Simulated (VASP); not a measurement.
# Bi2Se3 (R-3m) in VASP: settings compared, part 2 of 2

VASP 6.6.1.

## (3) Single point, PBEsol, non-collinear spin, zero start, spin-orbit coupling

This run uses another cell than the first one, of 28.38 Å³/atom.

File INCAR:

```
SYSTEM = Bi2Se3
PREC = Accurate
ENCUT = 520
EDIFF = 1E-7
ISMEAR = -1
SIGMA = 0.05
LREAL = .False.
LASPH = .True.
NELM = 150
ALGO = Normal
ISIF = 2
LWAVE = .False.
LCHARG = .False.
MAGMOM = 0 0 0 0 0 0 0 0 0 0 0 0 0 0 0
LORBIT = 11
LSORBIT = .True.
GGA_COMPAT = .False.
LORBMOM = .True.
GGA = PS
NBANDS = 63
```

File KPOINTS:

```
regular mesh
0
Gamma
  6 6 6
  0 0 0
```

File POSCAR:

```
Bi2Se3
1.0
    2.0715000000      1.1959810826      9.5453333333
   -2.0715000000      1.1959810826      9.5453333333
    0.0000000000     -2.3919621653      9.5453333333
Bi Se
2 3
Direct
    0.5992000000      0.5992000000      0.5992000000
    0.4008000000      0.4008000000      0.4008000000
    0.7883000000      0.7883000000      0.7883000000
    0.2117000000      0.2117000000      0.2117000000
    0.0000000000      0.0000000000      0.0000000000
```

Potentials or basis: VASP PAW PBE potentials, release 64 (Bi_d, Se).

Command:

```console
> cat potpaw_PBE.64/Bi_d/POTCAR potpaw_PBE.64/Se/POTCAR > POTCAR
> mpirun -np 1 vasp_ncl > vasp.out
```

OUTCAR:

```text
SYSTEM = Bi2Se3
   PREC = Accurate
   ENCUT = 520
   EDIFF = 1E-7
   ISMEAR = -1
   LREAL = .False.
   LASPH = .True.
   NELM = 150
   ISIF = 2
   LORBIT = 11
   LSORBIT = .True.
   GGA = PS

 ion  position               nearest neighbor table
   1  0.599  0.599  0.599-   4 2.85   4 2.85   4 2.85   5 3.07   5 3.07   5 3.07
   2  0.401  0.401  0.401-   3 2.85   3 2.85   3 2.85   5 3.07   5 3.07   5 3.07
   3  0.788  0.788  0.788-   2 2.85   2 2.85   2 2.85
   4  0.212  0.212  0.212-   1 2.85   1 2.85   1 2.85
   5  0.000  0.000  0.000-   1 3.07   1 3.07   2 3.07   2 3.07   1 3.07   2 3.07

  LATTYP: Found a trigonal (rhomboedric) cell.
 ALAT       =     9.8404710987
 COS(alpha) =     0.9113725833

  Lattice vectors:

[... 1895 lines left out ...]
     0.0000000     0.0000000     0.0000000     0.0000000     0.0000000     0.0000000     0.0000000

 total charge

# of ion       s       p       d       tot
------------------------------------------
    1        1.602   1.093   9.964  12.659
    2        1.602   1.093   9.964  12.659
    3        1.495   2.242   0.023   3.760
    4        1.495   2.242   0.023   3.760
    5        1.477   2.298   0.021   3.795
--------------------------------------------------
tot          7.670   8.968  19.995  36.633

 magnetization (x)

# of ion       s       p       d       tot
------------------------------------------
    1        0.000   0.000   0.000   0.000
    2        0.000  -0.000   0.000  -0.000
    3        0.000   0.000   0.000   0.000
    4        0.000   0.000   0.000   0.000
    5        0.000   0.000   0.000   0.000
--------------------------------------------------
tot          0.000  -0.000   0.000   0.000

 magnetization (y)

# of ion       s       p       d       tot
------------------------------------------
    1        0.000   0.000   0.000   0.000
    2       -0.000   0.000   0.000  -0.000
    3        0.000   0.000   0.000   0.000
    4        0.000   0.000   0.000   0.000
    5       -0.000   0.000   0.000  -0.000
--------------------------------------------------
tot         -0.000   0.000   0.000   0.000

 magnetization (z)

# of ion       s       p       d       tot
------------------------------------------
    1        0.000   0.000   0.000   0.000
    2        0.000   0.000   0.000   0.000
    3        0.000   0.000   0.000   0.000
    4        0.000   0.000   0.000   0.000
    5        0.000   0.000   0.000   0.000
--------------------------------------------------
tot          0.000   0.000   0.000   0.000
```

OSZICAR:

```text
N       E                     dE             d eps       ncg     rms          rms(c)
DAV:   1     0.507014495186E+03    0.50701E+03   -0.22155E+04  4032   0.158E+03
DAV:   2     0.524203123710E+02   -0.45459E+03   -0.43372E+03  4184   0.415E+02
DAV:   3    -0.192771073038E+02   -0.71697E+02   -0.68123E+02  4833   0.180E+02
DAV:   4    -0.237594917197E+02   -0.44824E+01   -0.43649E+01  4776   0.449E+01
DAV:   5    -0.239456137505E+02   -0.18612E+00   -0.18538E+00  5256   0.939E+00    0.482E+00
DAV:   6    -0.233912809784E+02    0.55433E+00   -0.73897E-01  5336   0.622E+00    0.295E+00
DAV:   7    -0.233914122212E+02   -0.13124E-03   -0.28943E-01  4573   0.234E+00    0.157E+00
DAV:   8    -0.233928102759E+02   -0.13981E-02   -0.35782E-02  4753   0.114E+00    0.628E-01
DAV:   9    -0.233928215667E+02   -0.11291E-04   -0.24661E-03  5211   0.415E-01    0.221E-01
DAV:  10    -0.233929274391E+02   -0.10587E-03   -0.77749E-04  4682   0.134E-01    0.615E-02
DAV:  11    -0.233929428658E+02   -0.15427E-04   -0.54145E-05  5675   0.586E-02    0.289E-02
DAV:  12    -0.233929596167E+02   -0.16751E-04   -0.39500E-05  5032   0.322E-02    0.113E-02
DAV:  13    -0.233929609551E+02   -0.13384E-05   -0.10347E-05  4551   0.205E-02    0.417E-03
DAV:  14    -0.233929610506E+02   -0.95538E-07   -0.91274E-07  5227   0.694E-03
   1 F= -.23392961E+02 E0= -.23392498E+02  d E =-.925824E-03  mag=    -0.0000    -0.0000    -0.0000
```

stdout:

```text
POSCAR found type information on POSCAR BiSe
 POSCAR found :  2 types and       5 ions
 scaLAPACK will be used
 -----------------------------------------------------------------------------
|                                                                             |
|                                                                             |
|     You enforced a specific xc type in the INCAR file but a different       |
|     I HOPE YOU KNOW WHAT YOU ARE DOING!                                     |
|                                                                             |
 -----------------------------------------------------------------------------

 LDA part: xc-table for (Slater+PW92), standard interpolation
 POSCAR, INCAR and KPOINTS ok, starting setup
 FFT: planning ... GRIDC
 FFT: planning ... GRID_SOFT
 FFT: planning ... GRID
 WAVECAR not read
 entering main loop
```

Run time: 2 h. Hardware: 1 thread of Oxide Virtual Turin-like, shared host; peak memory 2.7 GiB.

Results:

```
Free energy                                           : -23.3930 eV
Pressure                                              : 0.0 GPa
Largest force                                         : 0.243 eV/Å
Net moment                                            : 0.00 μB per cell
Valence electrons inside the program's atomic spheres : Bi 12.66; Se 3.76, 3.79 (each value once)
```

Forces in eV/Å, atoms in the order of the input:
```
Bi   0.000  0.000  0.243
Bi   0.000  0.000 -0.243
Se   0.000  0.000  0.215
Se   0.000  0.000 -0.215
Se   0.000  0.000  0.000
```

Moments on the atoms (μB; x, y, z):
```
Bi  0.00 0.00 0.00
Bi  0.00 0.00 0.00
Se  0.00 0.00 0.00
Se  0.00 0.00 0.00
Se  0.00 0.00 0.00
```

Caveat: the PAW data sets were made with another functional, which shifts forces and pressure a little.
